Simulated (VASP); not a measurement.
Input of a VASP 6.6.1 run:

Contents of POSCAR:

```
Al
1.0
    8.1000000000      0.0000000000      0.0000000000
    0.0000000000      8.1000000000      0.0000000000
    0.0000000000      0.0000000000      8.1000000000
Al
31
Direct
    0.4979016049      0.0000176543     -0.0032411111
    0.7504801235      0.2530451852     -0.0031498765
    0.0034002469     -0.0002032099     -0.0029511111
    0.2505392593      0.2525958025     -0.0028196296
    0.4980554321      0.5000929630     -0.0030112346
    0.7506576543      0.7473785185     -0.0029570370
    0.2504885185      0.0001269136      0.2496948148
    0.4980376543      0.2527570370      0.2497206173
    0.7506437037      0.4999702469      0.2496114815
    0.4978717284      0.0002466667      0.5021900000
    0.7504446914      0.2524079012      0.5020690123
    0.7507114815      0.0000850617      0.7496227160
    0.0034133333      0.5001141975     -0.0027654321
    0.2504946914      0.7476724691     -0.0028529630
    0.0035181481      0.2527734568      0.2498576543
    0.2506000000      0.5001362963      0.2497332099
    0.4978143210      0.7471975309      0.2495027160
    0.0032401235      0.0000432099      0.5021509877
    0.2504780247      0.2526227160      0.5021298765
    0.4982839506      0.5001793827      0.5021683951
    0.7505181481      0.7472967901      0.5023385185
    0.2505723457      0.0000920988      0.7494830864
    0.4983416049      0.2526524691      0.7495235802
    0.7507133333      0.5001008642      0.7495064198
    0.0032840741      0.7475139506      0.2494787654
    0.0031365432      0.5001200000      0.5021150617
    0.2505379012      0.7475030864      0.5022418519
    0.0033944444      0.2526130864      0.7495212346
    0.2505923457      0.5001335802      0.7494749383
    0.4982051852      0.7475164198      0.7493988889
    0.0033419753      0.7476532099      0.7495306173
```

File INCAR.step1:

```
PREC = Accurate
ENCUT = 520
ISMEAR = -1
SIGMA = 0.05
LREAL = Auto
LASPH = T
NELM = 80
NBANDS = 68
GGA = PE
ALGO = Normal
EDIFF = 1E-4
LWAVE = T
LCHARG = F
```

INCAR.step2

```
PREC = Accurate
ENCUT = 520
EDIFF = 1E-7
ISMEAR = -1
SIGMA = 0.05
LREAL = Auto
LASPH = T
NELM = 80
ALGO = Normal
ISIF = 2
LWAVE = F
LCHARG = T
METAGGA = R2SCAN
LMIXTAU = T
LELF = T
LVHAR = T
NBANDS = 68
ISTART = 1
```

File KPOINTS:

```
regular mesh
0
Gamma
  2 2 2
```

Potentials or basis: VASP PAW PBE potentials, release 64 (Al).

Run with:

```bash
$ cat potpaw_PBE.64/Al/POTCAR > POTCAR
$ cp INCAR.step1 INCAR
$ mpirun -np 1 vasp_std > vasp.out
$ cp INCAR.step2 INCAR
$ mpirun -np 1 vasp_std > vasp.out
```

(1) Predict the band gap on the k mesh.

(2) Estimate the pressure.

## Answers

(1) zero (an odd number of electrons rules out a gap without spin polarisation).

(2) -4.4 GPa.

Caveat: the k points lie up to 0.39 Å⁻¹ apart, too coarse for converged energies and pressures of a metal; the PAW data sets were made with another functional, which shifts forces and pressure a little.
